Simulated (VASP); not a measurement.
# MoIr4 (Pm-3m) in VASP: further runs

MoIr4 is run at these levels: PBE; tasks: relaxation of cell and atoms, single point.

Everything below comes from runs of VASP 6.6.1. Logs are shortened: lines on timing, memory, paths and dates and some standing lists are left out, and cuts for length are marked.

### Step 1. The cell of the first run

Symmetry: Pm-3m, No. 221, cubic system. Conventional cell: a = 4.409 Å, b = 4.409 Å, c = 4.409 Å, α = 90.00°, β = 90.00°, γ = 90.00°. Mo (site symmetry m-3m) has 20 Ir at 3.12 to 3.82 Å within 4.1 Å. Within 2.9 Å of Ir (site symmetry m-3m) lie 6 Ir at 2.20 Å. Within 2.9 Å of Ir (site symmetry 4/mmm) lie 2 Ir at 2.20 Å.

The cell was generated, and may not be a known phase.

### Step 2. Relaxation of cell and atoms, PBE

The input, INCAR:

```
SYSTEM = MoIr4
ALGO = Normal ; EDIFF = 1E-6
EDIFFG = -0.04 ; ENCUT = 600
GGA = PE ; IBRION = 2
ISIF = 3 ; ISMEAR = 0
LASPH = .TRUE. ; LCHARG = .FALSE.
LREAL = .FALSE. ; LWAVE = .FALSE.
NELM = 60 ; NSW = 90
PREC = Accurate ; SIGMA = 0.1
```

The input, KPOINTS:

```
k-points
0
G
  4 4 4
  0 0 0
```

The input, POSCAR:

```
MoIr4
1.0
    4.4087778100      0.0000000000      0.0000000000
    0.0000000000      4.4087778100      0.0000000000
    0.0000000000      0.0000000000      4.4087778100
Mo Ir
1 4
Direct
    0.5000000000      0.5000000000      0.5000000000
    0.0000000000      0.0000000000      0.0000000000
    0.5000000000      0.0000000000      0.0000000000
    0.0000000000      0.5000000000      0.0000000000
    0.0000000000      0.0000000000      0.5000000000
```

Potentials or basis: VASP PAW PBE potentials, release 64 (Mo_sv, Ir).

Launch:

```bash
> cat potpaw_PBE.64/Mo_sv/POTCAR potpaw_PBE.64/Ir/POTCAR > POTCAR
> mpirun -np 1 vasp_std > vasp.out
```

OUTCAR:

```text
SYSTEM = MoIr4
   EDIFF = 1E-6
   EDIFFG = -0.04
   ENCUT = 600
   GGA = PE
   IBRION = 2
   ISIF = 3
   ISMEAR = 0
   LASPH = .TRUE.
   LREAL = .FALSE.
   NELM = 60
   NSW = 90
   PREC = Accurate

 ion  position               nearest neighbor table
   1  0.500  0.500  0.500-   3 3.12   4 3.12   5 3.12   3 3.12   4 3.12   3 3.12   5 3.12   3 3.12
                             4 3.12   5 3.12   4 3.12   5 3.12
   2  0.000  0.000  0.000-   3 2.20   4 2.20   5 2.20   5 2.20   4 2.20   3 2.20
   3  0.500  0.000  0.000-   2 2.20   2 2.20   4 3.12   5 3.12   1 3.12   5 3.12   1 3.12   4 3.12
                             1 3.12   1 3.12   4 3.12   5 3.12   5 3.12   4 3.12
   4  0.000  0.500  0.000-   2 2.20   2 2.20   3 3.12   5 3.12   1 3.12   5 3.12   1 3.12   3 3.12
                             5 3.12   5 3.12   1 3.12   3 3.12   1 3.12   3 3.12
   5  0.000  0.000  0.500-   2 2.20   2 2.20   3 3.12   4 3.12   1 3.12   3 3.12   4 3.12   1 3.12
                             4 3.12   4 3.12   1 3.12   3 3.12   3 3.12   1 3.12

  LATTYP: Found a simple cubic cell.
 ALAT       =     4.4087778100

  Lattice vectors:

 A1 = (   4.4087778100,   0.0000000000,   0.0000000000)
 A2 = (   0.0000000000,   4.4087778100,   0.0000000000)
 A3 = (   0.0000000000,   0.0000000000,   4.4087778100)

Analysis of symmetry for initial positions (statically):
=====================================================================
 Subroutine PRICEL returns:
 Original cell was already a primitive cell.

 Routine SETGRP: Setting up the symmetry group for a
 simple cubic supercell.

 Subroutine GETGRP returns: Found 48 space group operations
 (whereof 48 operations were pure point group operations)
 out of a pool of 48 trial point group operations.

The static configuration has the point symmetry O_h .

Analysis of symmetry for dynamics (positions and initial velocities):
=====================================================================
 Subroutine PRICEL returns:
 Original cell was already a primitive cell.

 Routine SETGRP: Setting up the symmetry group for a
 simple cubic supercell.

 Subroutine GETGRP returns: Found 48 space group operations
 (whereof 48 operations were pure point group operations)
 out of a pool of 48 trial point group operations.

The dynamic configuration has the point symmetry O_h .

 Subroutine INISYM returns: Found 48 space group operations
 (whereof 48 operations are pure point group operations),
 and found     1 'primitive' translations

----------------------------------------------------------------------------------------

                                     Primitive cell

  volume of cell :      85.6948

  direct lattice vectors                    reciprocal lattice vectors
     4.408777810  0.000000000  0.000000000     0.226820231  0.000000000  0.000000000
     0.000000000  4.408777810  0.000000000     0.000000000  0.226820231  0.000000000
     0.000000000  0.000000000  4.408777810     0.000000000  0.000000000  0.226820231

  length of vectors
     4.408777810  4.408777810  4.408777810     0.226820231  0.226820231  0.226820231

  position of ions in fractional coordinates (direct lattice)
     0.500000000  0.500000000  0.500000000
     0.000000000  0.000000000  0.000000000
     0.500000000  0.000000000  0.000000000
     0.000000000  0.500000000  0.000000000
     0.000000000  0.000000000  0.500000000

  ion indices of the primitive-cell ions
   primitive index   ion index
                 1           1
                 2           2
                 3           3
                 4           4
                 5           5

----------------------------------------------------------------------------------------

 KPOINTS: k-points

Automatic generation of k-mesh.
 Grid dimensions read from file:
 generate k-points for:    4    4    4

 Generating k-lattice:

  Cartesian coordinates                     Fractional coordinates (reciprocal lattice)
     0.056705058  0.000000000  0.000000000     0.250000000  0.000000000  0.000000000
     0.000000000  0.056705058  0.000000000     0.000000000  0.250000000  0.000000000
     0.000000000  0.000000000  0.056705058     0.000000000  0.000000000  0.250000000

  Length of vectors
     0.056705058  0.056705058  0.056705058

  Shift w.r.t. Gamma in fractional coordinates (k-lattice)
     0.000000000  0.000000000  0.000000000

 Subroutine IBZKPT returns following result:
 ===========================================

 Found     10 irreducible k-points:

 Following reciprocal coordinates:
            Coordinates               Weight
  0.000000  0.000000  0.000000      1.000000
  0.250000  0.000000  0.000000      6.000000
  0.500000  0.000000  0.000000      3.000000
  0.250000  0.250000  0.000000     12.000000
  0.500000  0.250000  0.000000     12.000000
  0.500000  0.500000  0.000000      3.000000
  0.250000  0.250000  0.250000      8.000000
  0.500000  0.250000  0.250000     12.000000
  0.500000  0.500000  0.250000      6.000000
  0.500000  0.500000  0.500000      1.000000
   k-points           NKPTS =     10   k-points in BZ     NKDIM =     10   number of bands    NBANDS=     30
   number of dos      NEDOS =    301   number of ions     NIONS =      5
   total plane-waves  NPLWV =  46656
   dimension x,y,z NGX =    36 NGY =   36 NGZ =   36
   dimension x,y,z NGXF=    72 NGYF=   72 NGZF=   72
   ions per type =               1   4
   NGX,Y,Z   is equivalent  to a cutoff of  13.57, 13.57, 13.57 a.u.
   NGXF,Y,Z  is equivalent  to a cutoff of  27.15, 27.15, 27.15 a.u.
 SYSTEM =  MoIr4
   PREC   = accura    normal or accurate (medium, high low for compatibility)
   ISTART =      0    job   : 0-new  1-cont  2-samecut
   ICHARG =      2    charge: 1-file 2-atom 10-const
   ISPIN  =      1    spin polarized calculation?
   LNONCOLLINEAR =      F non collinear calculations
   LSORBIT =      F    spin-orbit coupling
   LASPH  =      T    aspherical Exc in radial PAW
   ENCUT  =  600.0 eV  44.10 Ry    6.64 a.u.   8.81  8.81  8.81*2*pi/ulx,y,z
   NELM   =     60;   NELMIN=  2; NELMDL= -5     # of ELM steps
   EDIFF  = 0.1E-05   stopping-criterion for ELM
   LREAL  =      F    real-space projection
   EDIFFG = -.4E-01   stopping-criterion for IOM
   NSW    =     90    number of steps for IOM
   IBRION =      2    ionic relax: 0-MD 1-quasi-New 2-CG
   NFREE  =      1    steps in history (QN), initial steepest desc. (CG)
   ISIF   =      3    stress and relaxation
   ISYM   =      2    0-nonsym 1-usesym 2-fastsym
   POTIM  = 0.5000    time-step for ionic-motion
   TEBEG  =    0.0;   TEEND  =   0.0 temperature during run
   PSTRESS=    0.0 pullay stress
   NELECT =      50.0000    total number of electrons
   NUPDOWN=      -1.0000    fix difference up-down
   EMIN   =  10.00;   EMAX   =-10.00  energy-range for DOS
   EFERMI =   0.00;   METHOD = LEGACY
   ISMEAR =     0;   SIGMA  =   0.10  broadening in eV -4-tet -1-fermi 0-gaus
   EFERMI_NEDOS =   21; number of points for ismear=-14 and -15
   IALGO  =     38    algorithm
   IMIX   =      4    mixing-type and parameters
     AMIX     =   0.40;   BMIX     =  1.00
     AMIX_MAG =   1.60;   BMIX_MAG =  1.00
  volume/ion in A,a.u.               =      17.14       115.66
  Fermi-wavevector in a.u.,A,eV,Ry     =   1.367981  2.585109 25.461549  1.871371
  Thomas-Fermi vector in A             =   2.493985
   LORBIT       =      0    0 simple, 1 ext, 2 COOP (PROOUT), +10 PAW based schemes
   GGA     = PE    functional components
   LHFCALC =     F    Hartree Fock is set to
   AEXX    =    0.0000 exact exchange contribution
   IVDW    =     0    specifies the selected vdW correction
   LEPSILON=     F    determine dielectric tensor
   LRPA    =     F    only Hartree local field effects (RPA)
 conjugate gradient relaxation of ions
 non-spin polarized calculation
 Gauss-broadening in eV      SIGMA  =   0.10
  energy-cutoff  :      600.00
  volume of cell :       85.69
 maximum number of plane-waves:      2897
 NGX is ok and might be reduce to    36
   NGX = 17   NGY = 17   NGZ = 17

--------------------------------------- Ionic step        1  -------------------------------------------

 number of electron      49.9999993 magnetization

 Free energy of the ion-electron system (eV)
  ---------------------------------------------------
  ext. energy  EPLUGINS =         0.00000000
  ---------------------------------------------------
  free energy    TOTEN  =       -33.51353953 eV

  energy without entropy =      -33.46494281  energy(sigma->0) =      -33.48924117

------------------------ aborting loop because EDIFF is reached ----------------------------------------

  FORCE on cell =-STRESS in cart. coord.  units (eV):
  Direction    XX          YY          ZZ          XY          YZ          ZX
  --------------------------------------------------------------------------------------
  -------------------------------------------------------------------------------------
  Total       23.4038139     23.4038139     23.4038139     -0.0000000      0.0000000     -0.0000000
  in kB      437.5650066    437.5650066    437.5650066     -0.0000000      0.0000000     -0.0000000
  external PRESSURE =     437.5650066 kB  Pullay stress =       0.0000000 kB
[... 24 lines left out ...]
  energy  without entropy=      -33.4649428052  energy(sigma->0) =      -33.48924117

--------------------------------------- Ionic step        2  -------------------------------------------

 number of electron      50.0000017 magnetization

 E-fermi :   1.9886     XC(G=0):  -9.4682

 val. band max:        1.9667750350   @ k =   0.5000   0.5000   0.2500
 cond. band min:       2.0038320550   @ k =   0.5000   0.5000   0.0000
 fundamental gap:      0.0370570200
 Fermi energy:         1.9886167899

 k-point     1 :       0.0000    0.0000    0.0000
  band No.  band energies     occupation
      1     -59.4758      2.00000
      2     -33.4918      2.00000
      3     -33.4918      2.00000
      4     -33.4918      2.00000
      5      -3.9678      2.00000
      6      -2.4697      2.00000
[... 433 lines left out ...]
  energy  without entropy=      -35.3222971593  energy(sigma->0) =      -35.35407748

--------------------------------------- Ionic step        5  -------------------------------------------

 number of electron      49.9999987 magnetization

 Free energy of the ion-electron system (eV)
  ---------------------------------------------------
  ext. energy  EPLUGINS =         0.00000000
  ---------------------------------------------------
  free energy    TOTEN  =       -35.39329595 eV

  energy without entropy =      -35.32982521  energy(sigma->0) =      -35.36156058

 E-fermi :   6.3061     XC(G=0): -11.6683

 val. band max:        6.3047902341   @ k =   0.5000   0.5000   0.2500
 cond. band min:       6.3069674021   @ k =   0.5000   0.0000   0.0000
 fundamental gap:      0.0021771681
 Fermi energy:         6.3061329736

 k-point     1 :       0.0000    0.0000    0.0000
  band No.  band energies     occupation
      1     -55.2382      2.00000
      2     -29.2269      2.00000
      3     -29.2269      2.00000
      4     -29.2269      2.00000
      5      -2.6063      2.00000
      6      -1.4254      2.00000
[... 351 lines left out ...]
  FREE ENERGIE OF THE ION-ELECTRON SYSTEM (eV)
  ---------------------------------------------------
  free  energy   TOTEN  =       -35.3932959478 eV

  energy  without entropy=      -35.3298252081  energy(sigma->0) =      -35.36156058

 reached required accuracy - stopping structural energy minimisation
```

It took 3.6 min on 1 thread of Intel Xeon Platinum 8559C (Emerald Rapids), shared host; peak memory 0.23 GiB.

Results:

- Free energy: -35.3933 eV
- Relaxed volume: 20.38 Å³/atom
- Relaxed cell: a = 4.671 Å, b = 4.671 Å, c = 4.671 Å, α = 90.00°, β = 90.00°, γ = 90.00°
- Space group after relaxing (to 0.1 Å): Pm-3m (No. 221)
- Pressure after relaxing: 0.0 GPa
- Band gap on the k mesh: zero (bands 25 and 26 overlap by 1.28 eV)

Final structure:
```
CELL_PARAMETERS angstrom
4.67051 0.00000 0.00000
0.00000 4.67051 0.00000
0.00000 0.00000 4.67051
ATOMIC_POSITIONS crystal
Mo 0.50000 0.50000 0.50000
Ir 0.00000 0.00000 0.00000
Ir 0.50000 0.00000 0.00000
Ir 0.00000 0.50000 0.00000
Ir 0.00000 0.00000 0.50000
```

Caveat: the volume moved by over 15 % at a fixed basis, so the end points are rough; spin-orbit coupling is left out, which moves the levels of the heavy elements.

### Step 3. Single point, PBE, collinear spin

This run uses another cell than the first one, of 20.37 Å³/atom.

The input, INCAR:

```
SYSTEM = MoIr4
PREC = Accurate ; ENCUT = 520
EDIFF = 1E-7 ; ISMEAR = 0
SIGMA = 0.1 ; LREAL = .False.
LASPH = .True. ; NELM = 150
ALGO = Fast ; ISIF = 2
LWAVE = .False. ; LCHARG = .False.
ISPIN = 2 ; MAGMOM = 1 1 1 1 1
LORBIT = 11 ; LMAXMIX = 4
GGA = PE ; NBANDS = 37
```

The input, KPOINTS:

```
regular mesh
0
Gamma
  4 4 4
  0 0 0
```

POSCAR: that of step 2 with these lines changed.

```diff
@@ -2,5 +2,5 @@
 1.0
-    4.4087778100      0.0000000000      0.0000000000
-    0.0000000000      4.4087778100      0.0000000000
-    0.0000000000      0.0000000000      4.4087778100
+    4.6699630375      0.0000000000      0.0000000000
+    0.0000000000      4.6699630375      0.0000000000
+    0.0000000000      0.0000000000      4.6699630375
 Mo Ir
```

Potentials or basis: VASP PAW PBE potentials, release 64 (Mo_sv, Ir).

Launch:

```bash
> cat potpaw_PBE.64/Mo_sv/POTCAR potpaw_PBE.64/Ir/POTCAR > POTCAR
> mpirun -np 1 vasp_std > vasp.out
```

Run time: 1.9 min. Hardware: 1 thread of Intel Xeon Platinum 8559C (Emerald Rapids), shared host; peak memory 0.27 GiB.

Results (log left out):

```
Free energy                                           : -35.3970 eV
Pressure                                              : 0.1 GPa
Band gap on the k mesh                                : zero (filled and empty bands overlap)
Net moment                                            : 0.00 μB per cell
Valence electrons inside the program's atomic spheres : Mo 11.80; Ir 9.07, 8.12 (each value once)
```

Levels at points of the mesh, in eV from the Fermi level:
Spin up:
```
           k point  band 22  band 23  band 24  band 25  band 26  band 27  band 28  band 29
(0.00, 0.00, 0.00)     0.14     0.72     0.72     0.72     0.83     0.83     0.83     1.42
(0.50, 0.00, 0.00)    -0.65    -0.48    -0.48     0.00     0.28     0.53     0.53     0.88
(0.50, 0.50, 0.00)    -1.22    -1.11    -1.01    -0.45    -0.45    -0.03     0.05     0.05
(0.50, 0.50, 0.50)    -1.56    -0.52    -0.52    -0.52    -0.24    -0.24    -0.24     0.75
```
Spin down:
```csv
k point,band 21,band 22,band 23,band 24,band 25,band 26,band 27,band 28,band 29,band 30
"(0.00, 0.00, 0.00)",0.14,0.14,0.72,0.72,0.72,0.83,0.83,0.83,1.42,1.42
"(0.50, 0.00, 0.00)",-1.07,-0.65,-0.48,-0.48,0.00,0.28,0.53,0.53,0.88,1.04
"(0.50, 0.50, 0.00)",-1.70,-1.22,-1.11,-1.01,-0.45,-0.45,-0.03,0.05,0.05,0.61
"(0.50, 0.50, 0.50)",-1.56,-1.56,-0.52,-0.52,-0.52,-0.24,-0.24,-0.24,0.75,0.75
```

Caveat: spin-orbit coupling is left out, which moves the levels of the heavy elements.

### Step 4. Single point, PBE, collinear spin

This run uses another cell than the first one, of 20.91 Å³/atom.

The input, INCAR:

```
SYSTEM = MoIr4
PREC     = Accurate       ! precision mode
ENCUT    = 520            ! plane-wave cutoff, eV
EDIFF    = 1E-6           ! SCF threshold, eV
ISMEAR   = 0              ! smearing method
SIGMA    = 0.1            ! smearing width, eV
LREAL    = .False.        ! projectors in reciprocal space
LASPH    = .True.         ! aspherical terms in the spheres
NELM     = 150            ! most SCF steps
ALGO     = Normal         ! electronic algorithm
ISIF     = 2              ! what is computed and relaxed
LWAVE    = .False.        ! write WAVECAR
LCHARG   = .False.        ! write CHGCAR
ISPIN    = 2              ! spin polarisation
MAGMOM   = 3.17 0 -0.14 -0.14 -0.14 ! initial moments
LORBIT   = 11             ! projections on sites
LMAXMIX  = 4              ! l up to which the mixer works
GGA      = PE             ! functional
NBANDS   = 37             ! bands
```

The input, KPOINTS:

```
regular mesh
0
Gamma
  8 8 8
  0 0 0
```

POSCAR: that of step 3 with these lines changed.

```diff
@@ -2,5 +2,5 @@
 1.0
-    4.6699630375      0.0000000000      0.0000000000
-    0.0000000000      4.6699630375      0.0000000000
-    0.0000000000      0.0000000000      4.6699630375
+    4.7110115971      0.0000000000      0.0000000000
+    0.0000000000      4.7110115971      0.0000000000
+    0.0000000000      0.0000000000      4.7110115971
 Mo Ir
```

Launch:

```bash
> cat potpaw_PBE.64/Mo_sv/POTCAR potpaw_PBE.64/Ir/POTCAR > POTCAR
> mpirun -np 1 vasp_std > vasp.out
```

It took 3 min on 1 thread of Intel Xeon Platinum 8559C (Emerald Rapids), shared host; peak memory 0.37 GiB.

Results (log left out):

| Property | Result |
| --- | --- |
| Free energy | -35.8634 eV |
| Pressure | -0.2 GPa |
| Net moment | 3.30 μB per cell |
| Site moments | Mo +2.85; Ir +0.05, -0.05 (each value once) μB |
| Valence electrons inside the program's atomic spheres | Mo 11.84; Ir 8.97, 8.10 (each value once) |

Levels at points of the mesh, in eV from the Fermi level:
Spin up:
```
           k point  band 23  band 24  band 25  band 26  band 27  band 28  band 29  band 30  band 31  band 32
(0.00, 0.00, 0.00)     0.45     0.45     0.45     0.62     0.62     0.62     1.13     1.13     1.13     1.63
(0.50, 0.00, 0.00)    -1.04    -0.80    -0.63    -0.23     0.41     0.41     0.56     0.87     1.00     4.24
(0.50, 0.50, 0.00)    -1.12    -1.11    -1.11    -0.88    -0.83     0.04     0.04     0.46     0.46     1.24
(0.50, 0.50, 0.50)    -0.57    -0.57    -0.57    -0.46    -0.46    -0.46     0.23     0.23     1.07     1.07
```
Spin down:
| k point | band 21 | band 22 | band 23 | band 24 | band 25 | band 26 | band 27 | band 28 |
| --- | --- | --- | --- | --- | --- | --- | --- | --- |
| (0.00, 0.00, 0.00) | 0.66 | 0.66 | 0.79 | 0.79 | 0.79 | 0.97 | 0.97 | 0.97 |
| (0.50, 0.00, 0.00) | -1.02 | -0.62 | 0.44 | 0.44 | 0.59 | 0.59 | 0.83 | 1.03 |
| (0.50, 0.50, 0.00) | -1.41 | -1.11 | -0.96 | -0.25 | 0.08 | 0.08 | 0.33 | 0.33 |
| (0.50, 0.50, 0.50) | -1.25 | -1.25 | -0.44 | -0.44 | -0.44 | 0.24 | 0.24 | 0.24 |

Caveat: spin-orbit coupling is left out, which moves the levels of the heavy elements.

### Step 5. Overview

| task | spin | cell | k mesh | cutoff (eV) | gap on the mesh (eV) | pressure (GPa) | moment (μB) |
| --- | --- | --- | --- | --- | --- | --- | --- |
| relaxation of cell and atoms | off | relaxed from a = 4.409 Å, 5 atoms | 4 × 4 × 4 | 600 | none | 0.0 | - |
| single point | collinear | a = 4.670 Å, 5 atoms | 4 × 4 × 4 | 520 | none | 0.1 | 0.00 |
| single point | collinear | a = 4.711 Å, 5 atoms | 8 × 8 × 8 | 520 | none | -0.2 | 3.30 |

Alike in all rows: level PBE; potentials or basis VASP PAW PBE potentials, release 64 (Mo_sv, Ir); smearing gaussian 0.1 eV.

Caveats: spin-orbit coupling is left out, which moves the levels of the heavy elements; the volume moved by over 15 % at a fixed basis, so the end points are rough (at least some runs).

Absolute energies hang on the potentials; compare differences alone.
